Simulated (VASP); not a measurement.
Set up this calculation in VASP 6.6.1, as the native input.

| Item | Value |
| --- | --- |
| Task | relaxation of the atoms |
| Functional | PBE |
| Potentials or basis | VASP PAW PBE potentials, release 64 (Sn_d, S) |
| Cutoff | 450 eV |
| k mesh | 14 × 14 × 8 |
| Occupations | fermi-dirac, width 0.02 eV |
| Spin | no spin polarisation |
| Dipole correction | no |
| Further INCAR settings | ALGO = Normal; EDIFF = 1e-07; IBRION = 2; EDIFFG = -0.02; NSW = 80 |

The structure of SnS2 lies in POSCAR:

```
SnS2
1.0
    3.6050000000      0.0000000000      0.0000000000
   -1.8025000000      3.1220215806      0.0000000000
    0.0000000000      0.0000000000      5.3508000000
Sn S
1 2
Direct
    0.0000000000      0.0000000000      0.0000000000
    0.6666666667      0.3333333333      0.7286993890
    0.3333333333      0.6666666667      0.2713006110
```

This cell differs from its parent crystal: z stretched by -2 %.

The input as run:

INCAR

```
ALGO = Normal
EDIFF = 1E-7
EDIFFG = -0.02
ENCUT = 450
GGA = PE
GGA_COMPAT = F
IBRION = 2
ISIF = 2
ISMEAR = -1
LASPH = T
LCHARG = F
LREAL = F
LWAVE = F
NELM = 120
NELMIN = 4
NSW = 80
PREC = Accurate
SIGMA = 0.02
```

KPOINTS

```
k-points
0
Gamma
  14 14 8
```

Potentials or basis: VASP PAW PBE potentials, release 64 (Sn_d, S).

Run with:

```bash
$ cat potpaw_PBE.64/Sn_d/POTCAR potpaw_PBE.64/S/POTCAR > POTCAR
$ mpirun -np 1 vasp_std > vasp.out
```

Results of the run:

* Energy gained by relaxing: 2.0 meV/atom
* Ionic steps: 3
* Pressure after relaxing: 8.5 GPa
* Largest force after relaxing: 0.004 eV/Å
* Band gap on the k mesh: 0.87 eV (least direct gap 1.58 eV)

Caveat: the cell differs from its parent crystal (z stretched by -2 %); spin-orbit coupling is left out, which moves the levels of the heavy elements.

Wall time 5.2 min on 1 thread of Intel(R) Xeon(R) Platinum 8488C (Sapphire Rapids), with other jobs on the host, peak memory 0.28 GiB.
